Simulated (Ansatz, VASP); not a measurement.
# One calculation of Cu, two programs

INCAR

```
SYSTEM = Cu
PREC = Accurate
ENCUT = 600
EDIFF = 1E-6
ISMEAR = 0
SIGMA = 0.1
LREAL = .False.
LASPH = .True.
NELM = 100
ALGO = Normal
ISIF = 3
LWAVE = .False.
LCHARG = .False.
GGA = PE
IBRION = 2
NSW = 80
EDIFFG = -0.01
```

The input KPOINTS:

```
regular mesh
0
Gamma
  20 20 20
  0 0 0
```

The input POSCAR:

```
Cu
1.0
    0.0000000000      1.8344289553      1.8344289553
    1.8344289553      0.0000000000      1.8344289553
    1.8344289553      1.8344289553      0.0000000000
Cu
1
Direct
    0.0000000000      0.0000000000      0.0000000000
```

Input for Ansatz:

```yaml
crystal:
  lattice:
    - [0.0, 1.8344289553, 1.8344289553]
    - [1.8344289553, 0.0, 1.8344289553]
    - [1.8344289553, 1.8344289553, 0.0]
  atoms:
    - { symbol: Cu, position: [0.0, 0.0, 0.0] }
basis:
  ecutwfc: 420
kpoints:
  mp_grid: { grid: [20, 20, 20] }
hamiltonian:
  xc: pbe
scf:
  occupations: { method: gaussian, width: 0.1 }
output:
  forces: true
  stress: true
  eigenvalues: true
relax:
  adjacent_minimum: "off"
  f_tol: 0.01
  max_steps: 60
  cell: { stress_tol: 0.1 }
```

Alike in both runs: task relaxation of cell and atoms; functional PBE; k mesh 20 × 20 × 20; occupations gaussian, width 0.1 eV; no spin polarisation.

|  | VASP | Ansatz |
| --- | --- | --- |
| version | VASP 6.6.1 | Ansatz 0.2.0 |
| potentials or method | VASP PAW PBE potentials, release 64 (Cu), cutoff 600 eV | scalar-relativistic, plane waves, PAW |
| valence electrons in the cell | 11 | 19 |

Ansatz gave:

```
gap on the k mesh at the Fermi level, each at its own relaxed structure (eV) : none
relaxed volume (Å³/atom)                                                     : 11.95
relaxed cell length with the largest relative difference (Å)                 : 2.566
```

Task: Estimate VASP's values.

Result: gap on the k mesh at the Fermi level, each at its own relaxed structure (eV): none; relaxed volume (Å³/atom): 12.00; relaxed cell length with the largest relative difference (Å): 2.570.

A gap of «none» marks a metal or a gap that the smearing closes. VASP's potentials hold 11 valence electrons a cell and Ansatz's 19, so a difference there can come from the potentials and not from the codes.
